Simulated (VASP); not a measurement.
# CdF2 (Fm-3m) in VASP: a series of runs

CdF2 is run at these levels: r2SCAN; tasks: relaxation of cell and atoms.

Program: VASP 6.6.1. These are calculated values, not measurements. Logs are shortened: lines on timing, memory, paths and dates and some standing lists are left out, and cuts for length are marked.

## 1. The cell of the first run

The structure is cubic, space group Fm-3m (No. 225). Conventional cell: a = 5.390 Å, b = 5.390 Å, c = 5.390 Å, α = 90.00°, β = 90.00°, γ = 90.00°. Cd (site symmetry m-3m) has 8 F at 2.33 Å within 3.1 Å. F (site symmetry -43m) has 4 Cd at 2.33 Å and 6 F at 2.69 to 2.70 Å within 3.1 Å.

## 2. Relaxation of cell and atoms, r2SCAN, target pressure 5 GPa, at which the enthalpy is minimised

Input file POSCAR:

```
CdF2
1.0
    0.0000000000      2.6950000000      2.6950000000
    2.6950000000      0.0000000000      2.6950000000
    2.6950000000      2.6950000000      0.0000000000
Cd F
1 2
Direct
    0.0000000000      0.0000000000      0.0000000000
    0.2500000000      0.2500000000      0.2500000000
    0.7500000000      0.7500000000      0.7500000000
```

Input file INCAR.step1:

```
ALGO = Normal
EDIFF = 1E-5
EDIFFG = -0.005
ENCUT = 660
GGA = PE
GGA_COMPAT = F
IBRION = 2
ISIF = 3
ISMEAR = 0
LASPH = T
LCHARG = F
LREAL = F
LWAVE = T
NELM = 120
NELMIN = 4
NSW = 100
PREC = Accurate
SIGMA = 0.01
```

Input file INCAR.step2:

```
ALGO = Normal
EDIFF = 1E-7
EDIFFG = -0.02
ENCUT = 660
GGA_COMPAT = F
IBRION = 2
ISIF = 3
ISMEAR = 0
ISTART = 1
LASPH = T
LCHARG = F
LMIXTAU = T
LREAL = F
LWAVE = F
METAGGA = R2SCAN
NELM = 120
NELMIN = 4
NSW = 80
PREC = Accurate
PSTRESS = 50.0
SIGMA = 0.01
```

Input file KPOINTS:

```
k-points
0
Gamma
  4 4 4
```

Potentials or basis: VASP PAW PBE potentials, release 64 (Cd, F).

Run with:

```
> cat potpaw_PBE.64/Cd/POTCAR potpaw_PBE.64/F/POTCAR > POTCAR
> cp INCAR.step1 INCAR
> mpirun -np 1 vasp_std > vasp.out
> cp INCAR.step2 INCAR
> mpirun -np 1 vasp_std > vasp.out
```

OUTCAR:

```text
EDIFF = 1E-7
   EDIFFG = -0.02
   ENCUT = 660
   IBRION = 2
   ISIF = 3
   ISMEAR = 0
   ISTART = 1
   LASPH = T
   LREAL = F
   METAGGA = R2SCAN
   NELM = 120
   NELMIN = 4
   NSW = 80
   PREC = Accurate
   PSTRESS = 50.0

 ion  position               nearest neighbor table
   1  0.000  0.000  0.000-   3 2.33   3 2.33   3 2.33   2 2.33   2 2.33   2 2.33   3 2.33   2 2.33

   2  0.250  0.250  0.250-   1 2.33   1 2.33   1 2.33   1 2.33
   3  0.750  0.750  0.750-   1 2.33   1 2.33   1 2.33   1 2.33

  LATTYP: Found a face centered cubic cell.
 ALAT       =     5.3900000000

  Lattice vectors:

 A1 = (   0.0000000000,   2.6950000000,   2.6950000000)
 A2 = (   2.6950000000,   0.0000000000,   2.6950000000)
 A3 = (   2.6950000000,   2.6950000000,   0.0000000000)

Analysis of symmetry for initial positions (statically):
=====================================================================
 Subroutine PRICEL returns:
 Original cell was already a primitive cell.

 Routine SETGRP: Setting up the symmetry group for a
 face centered cubic supercell.

 Subroutine GETGRP returns: Found 48 space group operations
 (whereof 48 operations were pure point group operations)
 out of a pool of 48 trial point group operations.

The static configuration has the point symmetry O_h .

Analysis of symmetry for dynamics (positions and initial velocities):
=====================================================================
 Subroutine PRICEL returns:
 Original cell was already a primitive cell.

 Routine SETGRP: Setting up the symmetry group for a
 face centered cubic supercell.

 Subroutine GETGRP returns: Found 48 space group operations
 (whereof 48 operations were pure point group operations)
 out of a pool of 48 trial point group operations.

The dynamic configuration has the point symmetry O_h .

 Subroutine INISYM returns: Found 48 space group operations
 (whereof 48 operations are pure point group operations),
 and found     1 'primitive' translations

----------------------------------------------------------------------------------------

                                     Primitive cell

  volume of cell :      39.1477

  direct lattice vectors                    reciprocal lattice vectors
     0.000000000  2.695000000  2.695000000    -0.185528757  0.185528757  0.185528757
     2.695000000  0.000000000  2.695000000     0.185528757 -0.185528757  0.185528757
     2.695000000  2.695000000  0.000000000     0.185528757  0.185528757 -0.185528757

  length of vectors
     3.811305551  3.811305551  3.811305551     0.321345233  0.321345233  0.321345233

  position of ions in fractional coordinates (direct lattice)
     0.000000000  0.000000000  0.000000000
     0.250000000  0.250000000  0.250000000
     0.750000000  0.750000000  0.750000000

  ion indices of the primitive-cell ions
   primitive index   ion index
                 1           1
                 2           2
                 3           3

----------------------------------------------------------------------------------------

 KPOINTS: k-points

Automatic generation of k-mesh.
 Grid dimensions read from file:
 generate k-points for:    4    4    4

 Generating k-lattice:

  Cartesian coordinates                     Fractional coordinates (reciprocal lattice)
    -0.046382189  0.046382189  0.046382189     0.250000000  0.000000000  0.000000000
     0.046382189 -0.046382189  0.046382189     0.000000000  0.250000000  0.000000000
     0.046382189  0.046382189 -0.046382189     0.000000000  0.000000000  0.250000000

  Length of vectors
     0.080336308  0.080336308  0.080336308

  Shift w.r.t. Gamma in fractional coordinates (k-lattice)
     0.000000000  0.000000000  0.000000000

 Subroutine IBZKPT returns following result:
 ===========================================

 Found      8 irreducible k-points:

 Following reciprocal coordinates:
            Coordinates               Weight
  0.000000  0.000000  0.000000      1.000000
  0.250000  0.000000  0.000000      8.000000
  0.500000  0.000000  0.000000      4.000000
  0.250000  0.250000  0.000000      6.000000
  0.500000  0.250000  0.000000     24.000000
 -0.250000  0.250000  0.000000     12.000000
  0.500000  0.500000  0.000000      3.000000
 -0.250000  0.500000  0.250000      6.000000
   k-points           NKPTS =      8   k-points in BZ     NKDIM =      8   number of bands    NBANDS=     17
   number of dos      NEDOS =    301   number of ions     NIONS =      3
   total plane-waves  NPLWV =  32768
   dimension x,y,z NGX =    32 NGY =   32 NGZ =   32
   dimension x,y,z NGXF=    64 NGYF=   64 NGZF=   64
   ions per type =               1   2
   NGX,Y,Z   is equivalent  to a cutoff of  13.96, 13.96, 13.96 a.u.
   NGXF,Y,Z  is equivalent  to a cutoff of  27.92, 27.92, 27.92 a.u.
 SYSTEM =  unknown system
   PREC   = accura    normal or accurate (medium, high low for compatibility)
   ISTART =      1    job   : 0-new  1-cont  2-samecut
   ICHARG =      0    charge: 1-file 2-atom 10-const
   ISPIN  =      1    spin polarized calculation?
   LNONCOLLINEAR =      F non collinear calculations
   LSORBIT =      F    spin-orbit coupling
   LASPH  =      T    aspherical Exc in radial PAW
   ENCUT  =  660.0 eV  48.51 Ry    6.96 a.u.   7.98  7.98  7.98*2*pi/ulx,y,z
   NELM   =    120;   NELMIN=  4; NELMDL=  0     # of ELM steps
   EDIFF  = 0.1E-06   stopping-criterion for ELM
   LREAL  =      F    real-space projection
   EDIFFG = -.2E-01   stopping-criterion for IOM
   NSW    =     80    number of steps for IOM
   IBRION =      2    ionic relax: 0-MD 1-quasi-New 2-CG
   NFREE  =      1    steps in history (QN), initial steepest desc. (CG)
   ISIF   =      3    stress and relaxation
   ISYM   =      2    0-nonsym 1-usesym 2-fastsym
   POTIM  = 0.5000    time-step for ionic-motion
   TEBEG  =    0.0;   TEEND  =   0.0 temperature during run
   PSTRESS=   50.0 pullay stress
   NELECT =      26.0000    total number of electrons
   NUPDOWN=      -1.0000    fix difference up-down
   EMIN   =  10.00;   EMAX   =-10.00  energy-range for DOS
   EFERMI =   0.00;   METHOD = LEGACY
   ISMEAR =     0;   SIGMA  =   0.01  broadening in eV -4-tet -1-fermi 0-gaus
   EFERMI_NEDOS =   21; number of points for ismear=-14 and -15
   IALGO  =     38    algorithm
   IMIX   =      4    mixing-type and parameters
     AMIX     =   0.40;   BMIX     =  1.00
     AMIX_MAG =   1.60;   BMIX_MAG =  1.00
  volume/ion in A,a.u.               =      13.05        88.06
  Fermi-wavevector in a.u.,A,eV,Ry     =   1.428336  2.699164 27.757857  2.040145
  Thomas-Fermi vector in A             =   2.548409
   LORBIT       =      0    0 simple, 1 ext, 2 COOP (PROOUT), +10 PAW based schemes
   METAGGA = R2SCAN    functional components
   LHFCALC =     F    Hartree Fock is set to
   AEXX    =    0.0000 exact exchange contribution
   IVDW    =     0    specifies the selected vdW correction
   LEPSILON=     F    determine dielectric tensor
   LRPA    =     F    only Hartree local field effects (RPA)
 conjugate gradient relaxation of ions
 non-spin polarized calculation
 Gauss-broadening in eV      SIGMA  =   0.01
  energy-cutoff  :      660.00
  volume of cell :       39.15
 maximum number of plane-waves:      1540
   NGX = 15   NGY = 15   NGZ = 15

--------------------------------------- Ionic step        1  -------------------------------------------

 number of electron      25.9999993 magnetization

 Free energy of the ion-electron system (eV)
  ---------------------------------------------------
  ext. energy  EPLUGINS =         0.00000000
  ---------------------------------------------------
  free energy    TOTEN  =       -33.72749824 eV

  energy without entropy =      -33.72749824  energy(sigma->0) =      -33.72749824

------------------------ aborting loop because EDIFF is reached ----------------------------------------

  FORCE on cell =-STRESS in cart. coord.  units (eV):
  Direction    XX          YY          ZZ          XY          YZ          ZX
  --------------------------------------------------------------------------------------
  -------------------------------------------------------------------------------------
  Total        0.1523459      0.1523459      0.1523459     -0.0000000      0.0000000      0.0000000
  in kB        6.2349787      6.2349787      6.2349787     -0.0000000      0.0000000      0.0000000
  external PRESSURE =     -43.7650213 kB  Pullay stress =      50.0000000 kB

 VOLUME and BASIS-vectors are now :
 -----------------------------------------------------------------------------
  energy-cutoff  :      660.00
  volume of cell :       39.15
      direct lattice vectors                 reciprocal lattice vectors
     0.000000000  2.695000000  2.695000000    -0.185528757  0.185528757  0.185528757
     2.695000000  0.000000000  2.695000000     0.185528757 -0.185528757  0.185528757
     2.695000000  2.695000000  0.000000000     0.185528757  0.185528757 -0.185528757
[... 48 lines left out ...]
  FREE ENERGIE OF THE ION-ELECTRON SYSTEM (eV)
  ---------------------------------------------------
  free  energy   TOTEN  =       -33.6785853145 eV

  energy  without entropy=      -33.6785853145  energy(sigma->0) =      -33.67858531

  enthalpy is  TOTEN    =       -32.5188304826 eV   P V=        1.1597548319

--------------------------------------- Ionic step        3  -------------------------------------------

 number of electron      26.0000001 magnetization

 Free energy of the ion-electron system (eV)
  ---------------------------------------------------
  ext. energy  EPLUGINS =         0.00000000
  ---------------------------------------------------
  free energy    TOTEN  =       -33.70510654 eV

  energy without entropy =      -33.70510654  energy(sigma->0) =      -33.70510654

 E-fermi :  -1.4887     XC(G=0): -11.2407

 val. band max:       -1.6198879328   @ k =  -0.2500   0.5000   0.2500
 cond. band min:       2.2542047223   @ k =   0.0000   0.0000   0.0000
 fundamental gap:      3.8740926552
 Fermi energy:        -1.4887069917

 k-point     1 :       0.0000    0.0000    0.0000
  band No.  band energies     occupation
      1     -23.7494      2.00000
      2     -22.5905      2.00000
      3      -7.3614      2.00000
      4      -7.3614      2.00000
      5      -7.3614      2.00000
      6      -5.9647      2.00000
[... 9 lines left out ...]
     16      12.1588      0.00000
     17      12.1588      0.00000
[... 160 lines left out ...]
 POSITION                                       TOTAL-FORCE (eV/Angst)
 -----------------------------------------------------------------------------------
      0.00000      0.00000      0.00000         0.000000      0.000000      0.000000
      1.33232      1.33232      1.33232        -0.000000     -0.000000     -0.000000
      3.99695      3.99695      3.99695         0.000000      0.000000      0.000000
 -----------------------------------------------------------------------------------
    total drift:                                0.000000     -0.000000      0.000000

  FREE ENERGIE OF THE ION-ELECTRON SYSTEM (eV)
  ---------------------------------------------------
  free  energy   TOTEN  =       -33.7051065395 eV

  energy  without entropy=      -33.7051065395  energy(sigma->0) =      -33.70510654

  enthalpy is  TOTEN    =       -32.5242399747 eV   P V=        1.1808665647

 reached required accuracy - stopping structural energy minimisation
```

It took 99 s on 1 thread of Intel Xeon Platinum 8259CL at 2.50GHz (Skylake/Cascade Lake), shared host; peak memory 0.2 GiB.

What came out:

```yaml
Free_energy: -33.7051 eV
Relaxed_volume: 12.61 Å³/atom
Relaxed_cell: a = 3.768 Å, b = 3.768 Å, c = 3.768 Å, α = 60.00°, β = 60.00°, γ = 60.00°
Space_group_after_relaxing_to_0.1_Å: Fm-3m (No. 225)
Energy_change_on_relaxing_the_run_minimises_the_enthalpy: +7.5 meV/atom
Ionic_steps: 3
Pressure_after_relaxing: 5.0 GPa
Band_gap_on_the_k_mesh: 3.87 eV (least direct gap 4.33 eV)
```

Step by step:
```
step  energy change (eV)  largest force (eV/Å)  pressure (GPa)  volume (Å³)
   1              0.0000                0.0000            0.62        39.15
   2              0.0489                0.0000            7.62        37.16
   3              0.0224                0.0000            5.00        37.84
```

Final structure:
```
Cd F
1.0
     0.00000    2.66463    2.66463
     2.66463    0.00000    2.66463
     2.66463    2.66463    0.00000
Cd F
1 2
Direct
  0.00000 0.00000 0.00000
  0.25000 0.25000 0.25000
  0.75000 0.75000 0.75000
```

Caveat: the k points lie up to 0.51 Å⁻¹ apart in the final cell; the cell is relaxed towards a set pressure, so the run minimises the enthalpy, not the energy; the PAW data sets were made with another functional, which shifts forces and pressure a little. A k mesh can miss the band edges.

## 3. Relaxation of cell and atoms, r2SCAN, target pressure 10 GPa, at which the enthalpy is minimised

POSCAR is that of step 2.

Input file INCAR.step1:

```
  ALGO = Normal
  EDIFF = 1E-5
  EDIFFG = -0.005
  ENCUT = 660
  GGA = PE
  GGA_COMPAT = F
  IBRION = 2
  ISIF = 3
  ISMEAR = 0
  LASPH = T
  LCHARG = F
  LREAL = F
  LWAVE = T
  NELM = 120
  NELMIN = 4
  NSW = 100
  PREC = Accurate
  SIGMA = 0.01
```

Input file INCAR.step2:

```
  ALGO = Normal
  EDIFF = 1E-7
  EDIFFG = -0.02
  ENCUT = 660
  GGA_COMPAT = F
  IBRION = 2
  ISIF = 3
  ISMEAR = 0
  ISTART = 1
  LASPH = T
  LCHARG = F
  LMIXTAU = T
  LREAL = F
  LWAVE = F
  METAGGA = R2SCAN
  NELM = 120
  NELMIN = 4
  NSW = 80
  PREC = Accurate
  PSTRESS = 100.0
  SIGMA = 0.01
```

KPOINTS is that of step 2.

Potentials or basis: VASP PAW PBE potentials, release 64 (Cd, F).

Run with:

```
> cat potpaw_PBE.64/Cd/POTCAR potpaw_PBE.64/F/POTCAR > POTCAR
> cp INCAR.step1 INCAR
> mpirun -np 1 vasp_std > vasp.out
> cp INCAR.step2 INCAR
> mpirun -np 1 vasp_std > vasp.out
```

It took 95 s on 1 thread of Intel Xeon Platinum 8259CL at 2.50GHz (Skylake/Cascade Lake), shared host; peak memory 0.2 GiB.

Results (log left out):

* Free energy: -33.6486 eV
* Relaxed volume: 12.20 Å³/atom
* Relaxed cell: a = 3.727 Å, b = 3.727 Å, c = 3.727 Å, α = 60.00°, β = 60.00°, γ = 60.00°
* Space group after relaxing (to 0.1 Å): Fm-3m (No. 225)
* Energy change on relaxing (the run minimises the enthalpy): +26.3 meV/atom
* Ionic steps: 3
* Pressure after relaxing: 10.0 GPa
* Band gap on the k mesh: 3.99 eV (least direct gap 4.40 eV)

The path:
```csv
step,energy change (eV),largest force (eV/Å),pressure (GPa),volume (Å³)
1,0.0000,0.0000,0.62,39.15
2,0.2209,0.0000,18.19,34.98
3,0.0789,0.0000,9.97,36.61
```

Final structure:
```
Cd F
1.0
     0.00000    2.63556    2.63556
     2.63556    0.00000    2.63556
     2.63556    2.63556    0.00000
Cd F
1 2
Cartesian
  0.0000 0.0000 0.0000
  1.3178 1.3178 1.3178
  3.9533 3.9533 3.9533
```

Levels at points of the mesh, in eV from the valence-band top:
```csv
k point,band 10,band 11,band 12,band 13,band 14,band 15,band 16,band 17
"(0.00, 0.00, 0.00)",-1.18,-0.40,-0.40,-0.40,3.99,13.94,13.94,13.94
"(0.50, 0.00, 0.00)",-2.12,-2.12,-0.35,-0.35,8.52,9.91,16.22,16.22
"(0.50, 0.50, 0.00)",-3.10,-0.66,-0.10,-0.10,9.45,10.94,12.33,15.93
```

Caveat: the k points lie up to 0.52 Å⁻¹ apart in the final cell; the cell is relaxed towards a set pressure, so the run minimises the enthalpy, not the energy; the PAW data sets were made with another functional, which shifts forces and pressure a little.

## 4. Relaxation of cell and atoms, r2SCAN, target pressure 20 GPa, at which the enthalpy is minimised

POSCAR is that of step 3.

Input file INCAR.step1:

```
SYSTEM = CdF2
ALGO = Normal
EDIFF = 1E-5
EDIFFG = -0.005
ENCUT = 660
GGA = PE
GGA_COMPAT = .FALSE.
IBRION = 2
ISIF = 3
ISMEAR = 0
LASPH = .TRUE.
LCHARG = .FALSE.
LREAL = .FALSE.
LWAVE = .TRUE.
NELM = 120
NELMIN = 4
NSW = 100
PREC = Accurate
SIGMA = 0.01
```

Input file INCAR.step2:

```
SYSTEM = CdF2
ALGO = Normal
EDIFF = 1E-7
EDIFFG = -0.02
ENCUT = 660
GGA_COMPAT = .FALSE.
IBRION = 2
ISIF = 3
ISMEAR = 0
ISTART = 1
LASPH = .TRUE.
LCHARG = .FALSE.
LMIXTAU = .TRUE.
LREAL = .FALSE.
LWAVE = .FALSE.
METAGGA = R2SCAN
NELM = 120
NELMIN = 4
NSW = 80
PREC = Accurate
PSTRESS = 200.0
SIGMA = 0.01
```

Input file KPOINTS:

```
k-points
0
G
  4 4 4
  0 0 0
```

Run with:

```
> cat potpaw_PBE.64/Cd/POTCAR potpaw_PBE.64/F/POTCAR > POTCAR
> cp INCAR.step1 INCAR
> mpirun -np 1 vasp_std > vasp.out
> cp INCAR.step2 INCAR
> mpirun -np 1 vasp_std > vasp.out
```

Run time: 2.1 min. Hardware: 1 thread of Intel Xeon Platinum 8259CL at 2.50GHz (Skylake/Cascade Lake), shared host; peak memory 0.2 GiB.

It converged, with:

| Property | Result |
| --- | --- |
| Free energy | -33.4697 eV |
| Relaxed volume | 11.56 Å³/atom |
| Relaxed cell | a = 3.660 Å, b = 3.660 Å, c = 3.660 Å, α = 60.00°, β = 60.00°, γ = 60.00° |
| Space group after relaxing (to 0.1 Å) | Fm-3m (No. 225) |
| Energy change on relaxing (the run minimises the enthalpy) | +85.9 meV/atom |
| Ionic steps | 4 |
| Pressure after relaxing | 20.0 GPa |
| Band gap on the k mesh | 4.19 eV (least direct gap 4.50 eV) |

The path:
| step | energy change (eV) | largest force (eV/Å) | pressure (GPa) | volume (Å³) |
| --- | --- | --- | --- | --- |
| 1 | 0.0000 | 0.0000 | 0.62 | 39.15 |
| 2 | 1.0601 | 0.0000 | 50.69 | 30.87 |
| 3 | 0.2474 | 0.0000 | 19.51 | 34.75 |
| 4 | 0.2578 | 0.0000 | 20.01 | 34.67 |

Final structure:
```
Cd F
1.0
     0.00000    2.58802    2.58802
     2.58802    0.00000    2.58802
     2.58802    2.58802    0.00000
Cd F
1 2
Direct
  0.00000 0.00000 0.00000
  0.25000 0.25000 0.25000
  0.75000 0.75000 0.75000
```

Levels at points of the mesh, in eV from the valence-band top:
```tsv
k point	band 9	band 10	band 11	band 12	band 13	band 14	band 15	band 16	band 17
(0.00, 0.00, 0.00)	-1.36	-1.36	-0.31	-0.31	-0.31	4.19	14.18	14.18	14.18
(0.50, 0.00, 0.00)	-2.90	-2.38	-2.38	-0.29	-0.29	8.98	10.06	16.73	16.73
(0.50, 0.50, 0.00)	-3.70	-3.14	-0.80	-0.11	-0.11	9.92	11.27	12.44	16.46
```

Caveat: the k points lie up to 0.53 Å⁻¹ apart in the final cell; the cell is relaxed towards a set pressure, so the run minimises the enthalpy, not the energy; the PAW data sets were made with another functional, which shifts forces and pressure a little.

## 5. The runs side by side

| cell | gap on the mesh (eV) | pressure (GPa) |
| --- | --- | --- |
| relaxed to 5 GPa | 3.87 | 5.0 |
| relaxed to 10 GPa | 3.99 | 10.0 |
| relaxed to 20 GPa | 4.19 | 20.0 |

Alike in all rows: task relaxation of cell and atoms; level r2SCAN; potentials or basis VASP PAW PBE potentials, release 64 (Cd, F); no spin polarisation; k mesh 4 × 4 × 4; cutoff (eV) 660; smearing gaussian 0.01 eV.

Caveats: all runs use coarse meshes; the cell is relaxed towards a set pressure, so the run minimises the enthalpy, not the energy; the PAW data sets were made with another functional, which shifts forces and pressure a little.

Total energies depend on the potentials used, so only differences within one code and one set of settings carry meaning.
